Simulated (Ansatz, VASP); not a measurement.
# ZnO in VASP and in Ansatz

```xyz
4
Lattice="2.7807 0.0000 0.0000 -1.3903 2.4081 0.0000 0.0000 0.0000 4.9162" Properties=species:S:1:pos:R:3 pbc="T T T"
Zn    0.0000    0.0000    0.0000
Zn    0.0000    0.0000    2.4581
O     0.0000    1.6054    1.2291
O     1.3903    0.8027    3.6872
```

Change from the starting cell: volume scaled by 0.8, LAPW.

Alike in both runs: task single point; functional PBE; k mesh 11 × 11 × 7; occupations fermi-dirac, width 0.08 eV; no spin polarisation.

|  | VASP | Ansatz |
| --- | --- | --- |
| version | VASP 6.6.1 | Ansatz 0.2.0 |
| potentials or method | VASP PAW PBE potentials, release 64 (Zn, O), cutoff 520 eV | all-electron LAPW, scalar-relativistic |

VASP gave:

- pressure (GPa): 61.3
- traceless stress, the component that is largest in VASP (GPa): 0.38

Problem. Which values does Ansatz return?

Solution. Pressure (GPa): 58.2; traceless stress, the component that is largest in VASP (GPa): -0.06.

Both programs put the cell under a high pressure, so it lies far from rest at this level. Ansatz ran all-electron here, and VASP with PAW potentials.

Noted on VASP's run: the cell as given lies far from equilibrium.
